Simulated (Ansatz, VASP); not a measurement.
## Te2Mo in VASP and in Ansatz

INCAR

```
SYSTEM = Te2Mo
PREC = Accurate
ENCUT = 520
EDIFF = 1E-6
ISMEAR = 0
SIGMA = 0.05
LREAL = .False.
LASPH = .True.
NELM = 60
ALGO = Normal
ISIF = 2
LWAVE = .False.
LCHARG = .False.
GGA = PE
NBANDS = 35
```

File KPOINTS:

```
regular mesh
0
Gamma
  12 12 2
  0 0 0
```

The input POSCAR:

```
Te2Mo
1.0
    3.7349197547      0.0000000000      0.0000000000
   -1.8674598773      3.2345353887      0.0000000000
    0.0000000000      0.0000000000     15.2047186580
Te Mo
4 2
Direct
    0.3333333333      0.6666666667      0.6310943552
    0.6666666667      0.3333333333      0.1310943552
    0.3333333333      0.6666666667      0.8689056448
    0.6666666667      0.3333333333      0.3689056448
    0.3333333333      0.6666666667      0.2500000000
    0.6666666667      0.3333333333      0.7500000000
```

Input for Ansatz:

```yaml
crystal:
  lattice:
    - [3.7349197547, 0.0, 0.0]
    - [-1.8674598773, 3.2345353887, 0.0]
    - [0.0, 0.0, 15.204718658]
  atoms:
    - { symbol: Te, position: [0.3333333333, 0.6666666667, 0.6310943552] }
    - { symbol: Te, position: [0.6666666667, 0.3333333333, 0.1310943552] }
    - { symbol: Te, position: [0.3333333333, 0.6666666667, 0.8689056448] }
    - { symbol: Te, position: [0.6666666667, 0.3333333333, 0.3689056448] }
    - { symbol: Mo, position: [0.3333333333, 0.6666666667, 0.25] }
    - { symbol: Mo, position: [0.6666666667, 0.3333333333, 0.75] }
basis:
  ecutwfc: 420
kpoints:
  mp_grid: { grid: [12, 12, 2] }
hamiltonian:
  xc: pbe
scf:
  occupations: { method: gaussian, width: 0.05 }
output:
  forces: true
  stress: true
  eigenvalues: true
```

Change from the starting cell: strain +0.050 along x and y, +0.000 along z, atoms carried along.

Alike in both runs: task single point; functional PBE; k mesh 12 × 12 × 2; occupations gaussian, width 0.05 eV; no spin polarisation.

```csv
,VASP,Ansatz
version,VASP 6.6.1,Ansatz 0.2.0
potentials or method,"VASP PAW PBE potentials, release 64 (Te, Mo_sv), cutoff 520 eV","scalar-relativistic, plane waves, PAW"
valence electrons in the cell,52,92
```

```tsv
	VASP	Ansatz	Ansatz less VASP
gap on the k mesh at the Fermi level (eV)	0.62	0.63	+0.008
least direct gap on the mesh (eV)	0.76	0.76	0.000
pressure (GPa)	-6.2	-6.2	-0.01
traceless stress, the component that is largest in VASP (GPa)	1.61	1.57	-0.042
rms of the force components (eV/Å)	0.335	0.340	+0.0049
```

Atom by atom the forces differ by 0.005 eV/Å (rms over components). VASP's potentials hold 52 valence electrons a cell and Ansatz's 92, so a difference there can come from the potentials and not from the codes.

Neither program's run includes spin-orbit coupling.
